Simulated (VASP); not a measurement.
# Hf (Fm-3m) in VASP: a series of runs, part 2 of 2

VASP 6.6.1. The steps go on from the part before.

### 4 Electric field gradients, LDA (volume scaled by 1.02)

Contents of INCAR:

```
PREC = Accurate
ENCUT = 520
EDIFF = 1E-8
ISMEAR = -1
SIGMA = 0.03
LREAL = False
LASPH = True
NELM = 100
ALGO = Normal
ISIF = 2
LWAVE = False
LCHARG = False
GGA = CA
LEFG = True
NBANDS = 11
```

Contents of KPOINTS:

```
regular mesh
0
Gamma
  13 13 13
```

Contents of POSCAR:

```
Hf
1.0
    0.0000000000      2.2347024152      2.2347024152
    2.2347024152      0.0000000000      2.2347024152
    2.2347024152      2.2347024152      0.0000000000
Hf
1
Direct
    0.0000000000      0.0000000000      0.0000000000
```

Potentials or basis: VASP PAW LDA potentials, release 64 (Hf_pv).

Started as:

```bash
> cat potpaw_LDA.64/Hf_pv/POTCAR > POTCAR
> mpirun -np 1 vasp_std > vasp.out
```

OUTCAR:

```text
PREC = Accurate
   ENCUT = 520
   EDIFF = 1E-8
   ISMEAR = -1
   LREAL = False
   LASPH = True
   NELM = 100
   ISIF = 2
   GGA = CA

 ion  position               nearest neighbor table
   1  0.000  0.000  0.000-

  LATTYP: Found a face centered cubic cell.
 ALAT       =     4.4694048304

  Lattice vectors:

 A1 = (   0.0000000000,   2.2347024152,   2.2347024152)
 A2 = (   2.2347024152,   0.0000000000,   2.2347024152)
 A3 = (   2.2347024152,   2.2347024152,   0.0000000000)

Analysis of symmetry for initial positions (statically):
=====================================================================
 Subroutine PRICEL returns:
 Original cell was already a primitive cell.

 Routine SETGRP: Setting up the symmetry group for a
 face centered cubic supercell.
[... 518 lines left out ...]
  in kB      -73.8752720    -73.8752720    -73.8752720     -0.0000000      0.0000000     -0.0000000
  external PRESSURE =     -73.8752720 kB  Pullay stress =       0.0000000 kB

 VOLUME and BASIS-vectors are now :
 -----------------------------------------------------------------------------
  energy-cutoff  :      520.00
  volume of cell :       22.32
      direct lattice vectors                 reciprocal lattice vectors
     0.000000000  2.234702415  2.234702415    -0.223743437  0.223743437  0.223743437
     2.234702415  0.000000000  2.234702415     0.223743437 -0.223743437  0.223743437
     2.234702415  2.234702415  0.000000000     0.223743437  0.223743437 -0.223743437

 POSITION                                       TOTAL-FORCE (eV/Angst)
 -----------------------------------------------------------------------------------
      0.00000      0.00000      0.00000        -0.000000      0.000000     -0.000000
 -----------------------------------------------------------------------------------
    total drift:                                0.000000     -0.000000     -0.000000

  FREE ENERGIE OF THE ION-ELECTRON SYSTEM (eV)
  ---------------------------------------------------
  free  energy   TOTEN  =       -10.5944369186 eV

  energy  without entropy=      -10.5894883057  energy(sigma->0) =      -10.59196261

 Electric field gradients (V/A^2)
---------------------------------------------------------------------
 ion       V_xx      V_yy      V_zz      V_xy      V_xz      V_yz
---------------------------------------------------------------------
   1      -0.000    -0.000     0.000    -0.000    -0.000    -0.000
---------------------------------------------------------------------

 Electric field gradients after diagonalization (V/A^2)
 (convention: |V_zz| > |V_xx| > |V_yy|)
----------------------------------------------------------------------
 ion       V_xx      V_yy      V_zz     asymmetry (V_yy - V_xx)/ V_zz
----------------------------------------------------------------------
   1       0.000     0.000    -0.001       0.000
----------------------------------------------------------------------

           NMR quadrupolar parameters

 Cq : quadrupolar parameter    Cq=e*Q*V_zz/h
 eta: asymmetry parameters     (V_yy - V_xx)/ V_zz
 Q  : nuclear electric quadrupole moment in mb (millibarn)
----------------------------------------------------------------------
 ion       Cq(MHz)       eta       Q (mb)
----------------------------------------------------------------------
   1      -0.000       0.000       1.000
----------------------------------------------------------------------
```

Wall time 16 s (1 thread of Intel Xeon 8259CL, shared host); peak memory 0.14 GiB.

What came out:

```
Free energy            : -10.5944 eV
Pressure               : -7.4 GPa
Band gap on the k mesh : zero (band 5 reaches 5.96 eV, above the bottom of band 6 at 4.09 eV)
```

Caveat: without QUAD_EFG the Cq values of the log hold for a quadrupole moment of 1 mb, not for the nuclei; spin-orbit coupling is left out, which moves the levels of the heavy elements.

### 5 Electric field gradients, LDA (volume scaled by 1.04)

Contents of INCAR:

```
PREC = Accurate
ENCUT = 520
EDIFF = 1E-8
ISMEAR = -1
SIGMA = 0.03
LREAL = F
LASPH = T
NELM = 100
ALGO = Normal
ISIF = 2
LWAVE = F
LCHARG = F
LEFG = T
NBANDS = 11
```

Contents of KPOINTS:

```
Automatic mesh
0
Gamma
  13 13 13
```

Contents of POSCAR:

```
Hf
1.0
    0.0000000000      2.2492138765      2.2492138765
    2.2492138765      0.0000000000      2.2492138765
    2.2492138765      2.2492138765      0.0000000000
Hf
1
Direct
    0.0000000000      0.0000000000      0.0000000000
```

Potentials or basis: VASP PAW LDA potentials, release 64 (Hf_pv).

Started as:

```bash
> cat potpaw_LDA.64/Hf_pv/POTCAR > POTCAR
> mpirun -np 1 vasp_std > vasp.out
```

OUTCAR:

```text
PREC = Accurate
   ENCUT = 520
   EDIFF = 1E-8
   ISMEAR = -1
   LREAL = F
   LASPH = T
   NELM = 100
   ISIF = 2

 ion  position               nearest neighbor table
   1  0.000  0.000  0.000-

  LATTYP: Found a face centered cubic cell.
 ALAT       =     4.4984277530

  Lattice vectors:

 A1 = (   0.0000000000,   2.2492138765,   2.2492138765)
 A2 = (   2.2492138765,   0.0000000000,   2.2492138765)
 A3 = (   2.2492138765,   2.2492138765,   0.0000000000)

Analysis of symmetry for initial positions (statically):
=====================================================================
 Subroutine PRICEL returns:
 Original cell was already a primitive cell.

 Routine SETGRP: Setting up the symmetry group for a
 face centered cubic supercell.

 Subroutine GETGRP returns: Found 48 space group operations
 (whereof 48 operations were pure point group operations)
 out of a pool of 48 trial point group operations.

The static configuration has the point symmetry O_h .

Analysis of symmetry for dynamics (positions and initial velocities):
=====================================================================
 Subroutine PRICEL returns:
 Original cell was already a primitive cell.

 Routine SETGRP: Setting up the symmetry group for a
 face centered cubic supercell.

 Subroutine GETGRP returns: Found 48 space group operations
 (whereof 48 operations were pure point group operations)
 out of a pool of 48 trial point group operations.

The dynamic configuration has the point symmetry O_h .

 Subroutine INISYM returns: Found 48 space group operations
 (whereof 48 operations are pure point group operations),
[... 160 lines left out ...]
      9       8.4972      0.00000
     10      15.8643      0.00000
     11      16.5401      0.00000
[... 309 lines left out ...]
 k-point    24 :       0.4615    0.1538    0.0000
  band No.  band energies     occupation
      1     -26.1164      2.00000
      2     -25.6238      2.00000
      3     -25.5776      2.00000
      4       1.3906      2.00000
      5       4.0727      2.00000
      6       5.1168      0.00000
      7       6.3750      0.00000
      8      10.3230      0.00000
      9      10.6660      0.00000
     10      13.7810      0.00000
     11      16.5469      0.00000

 [... further k-points ...]

------------------------ aborting loop because EDIFF is reached ----------------------------------------

  FORCE on cell =-STRESS in cart. coord.  units (eV):
  Direction    XX          YY          ZZ          XY          YZ          ZX
  --------------------------------------------------------------------------------------
  -------------------------------------------------------------------------------------
  Total       -1.2947599     -1.2947599     -1.2947599     -0.0000000     -0.0000000      0.0000000
  in kB      -91.1543879    -91.1543879    -91.1543879     -0.0000000     -0.0000000      0.0000000
  external PRESSURE =     -91.1543879 kB  Pullay stress =       0.0000000 kB

 VOLUME and BASIS-vectors are now :
 -----------------------------------------------------------------------------
  energy-cutoff  :      520.00
  volume of cell :       22.76
      direct lattice vectors                 reciprocal lattice vectors
     0.000000000  2.249213876  2.249213876    -0.222299891  0.222299891  0.222299891
     2.249213876  0.000000000  2.249213876     0.222299891 -0.222299891  0.222299891
     2.249213876  2.249213876  0.000000000     0.222299891  0.222299891 -0.222299891

 POSITION                                       TOTAL-FORCE (eV/Angst)
 -----------------------------------------------------------------------------------
      0.00000      0.00000      0.00000         0.000000      0.000000      0.000000
 -----------------------------------------------------------------------------------
    total drift:                                0.000000      0.000000     -0.000000

  FREE ENERGIE OF THE ION-ELECTRON SYSTEM (eV)
  ---------------------------------------------------
  free  energy   TOTEN  =       -10.5719169432 eV

  energy  without entropy=      -10.5669624946  energy(sigma->0) =      -10.56943972

 Electric field gradients (V/A^2)
---------------------------------------------------------------------
 ion       V_xx      V_yy      V_zz      V_xy      V_xz      V_yz
---------------------------------------------------------------------
   1      -0.000    -0.000     0.000    -0.000    -0.000    -0.000
---------------------------------------------------------------------

 Electric field gradients after diagonalization (V/A^2)
 (convention: |V_zz| > |V_xx| > |V_yy|)
----------------------------------------------------------------------
 ion       V_xx      V_yy      V_zz     asymmetry (V_yy - V_xx)/ V_zz
----------------------------------------------------------------------
   1       0.000     0.000    -0.001       0.000
----------------------------------------------------------------------

           NMR quadrupolar parameters

 Cq : quadrupolar parameter    Cq=e*Q*V_zz/h
 eta: asymmetry parameters     (V_yy - V_xx)/ V_zz
 Q  : nuclear electric quadrupole moment in mb (millibarn)
----------------------------------------------------------------------
 ion       Cq(MHz)       eta       Q (mb)
----------------------------------------------------------------------
   1      -0.000       0.000       1.000
----------------------------------------------------------------------
```

Wall time 15 s (1 thread of Intel Xeon 8259CL, shared host); peak memory 0.14 GiB.

Results:

```
Free energy            : -10.5719 eV
Pressure               : -9.1 GPa
Band gap on the k mesh : zero (band 5 reaches 5.81 eV, above the bottom of band 6 at 3.96 eV)
```

Levels at points of the mesh, in eV from the Fermi level:
| k point | band 3 | band 4 | band 5 | band 6 | band 7 | band 8 |
| --- | --- | --- | --- | --- | --- | --- |
| (0.00, 0.00, 0.00) | -29.91 | -7.07 | 1.33 | 1.33 | 1.33 | 4.02 |

Caveat: without QUAD_EFG the Cq values of the log hold for a quadrupole moment of 1 mb, not for the nuclei; spin-orbit coupling is left out, which moves the levels of the heavy elements.

### 6 Overview

```csv
cell,gap on the mesh (eV),pressure (GPa)
"a = 3.129 Å, angles 60.0°, 1 atom",none,-4.5
"a = 3.160 Å, angles 60.0°, 1 atom",none,-7.4
"a = 3.181 Å, angles 60.0°, 1 atom",none,-9.1
```

Alike in all rows: task electric field gradients; level LDA; potentials or basis VASP PAW LDA potentials, release 64 (Hf_pv); no spin polarisation; k mesh 13 × 13 × 13; cutoff (eV) 520; smearing fermi-dirac 0.03 eV.

Caveats: spin-orbit coupling is left out, which moves the levels of the heavy elements.

Absolute energies hang on the potentials; compare differences alone.
